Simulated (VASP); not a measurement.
# SnO2: single point with PBE

The system is SnO2.

```
CELL_PARAMETERS angstrom
5.21392 0.00000 0.00000
0.00000 5.21392 0.00000
0.00000 0.00000 2.97895
ATOMIC_POSITIONS crystal
Sn 0.00000 0.00000 0.00000
Sn 0.50000 0.50000 0.50000
O 0.30661 0.30661 0.00000
O 0.19339 0.80661 0.50000
O 0.69339 0.69339 0.00000
O 0.80661 0.19339 0.50000
```

This cell differs from its parent crystal: strain +0.080 along x and y, -0.080 along z.

| Property | Result |
| --- | --- |
| Program | VASP 6.6.1 |
| Task | single point |
| Functional | PBE |
| Potentials or basis | VASP PAW PBE potentials, release 64 (Sn_d, O) |
| Cutoff | 520 eV |
| k mesh | 6 × 6 × 8 |
| Occupations | gaussian, width 0.05 eV |
| Spin | no spin polarisation |
| Dipole correction | no |
| Further INCAR settings | ALGO = Normal; EDIFF = 1e-07; NBANDS = 35 |

```yaml
Pressure: -2.5 GPa
Largest_force: 0.329 eV/Å
Band_gap_on_the_k_mesh: 0.68 eV
```

Forces on the atoms (eV/Å):
```
Sn   0.000  0.000  0.000
Sn   0.000  0.000  0.000
O    0.233  0.233  0.000
O   -0.233  0.233  0.000
O   -0.233 -0.233  0.000
O    0.233 -0.233  0.000
```

Stress tensor (GPa, compression positive):
```
-12.20   0.00   0.00
  0.00 -12.20   0.00
  0.00   0.00  17.03
```

Levels at points of the mesh, in eV from the valence-band top:
```tsv
k point	band 24	band 25	band 26	band 27	band 28	band 29
(0.00, 0.00, 0.00)	-0.75	-0.75	0.00	0.68	6.14	6.52
(0.50, 0.00, 0.00)	-0.73	-0.71	-0.71	3.34	3.34	7.70
(0.50, 0.50, 0.00)	-0.97	-0.78	-0.78	4.01	4.01	7.49
(0.00, 0.00, 0.50)	-1.19	-1.00	-1.00	4.99	4.99	8.08
(0.50, 0.00, 0.50)	-0.90	-0.89	-0.89	5.14	5.14	6.23
(0.50, 0.50, 0.50)	-0.86	-0.77	-0.77	3.71	3.71	8.09
```

Run time: 2.3 min on 1 thread of Intel(R) Xeon(R) Platinum 8259CL CPU @ 2.50GHz (Skylake/Cascade Lake), on a shared host, peak memory 0.25 GiB.

Caveat: the cell differs from its parent crystal (strain +0.080 along x and y, -0.080 along z); the stress differs along the axes, from -12 to 17 GPa; semilocal functionals underestimate gaps, and a narrow one can read as zero; spin-orbit coupling is left out, which moves the levels of the heavy elements.
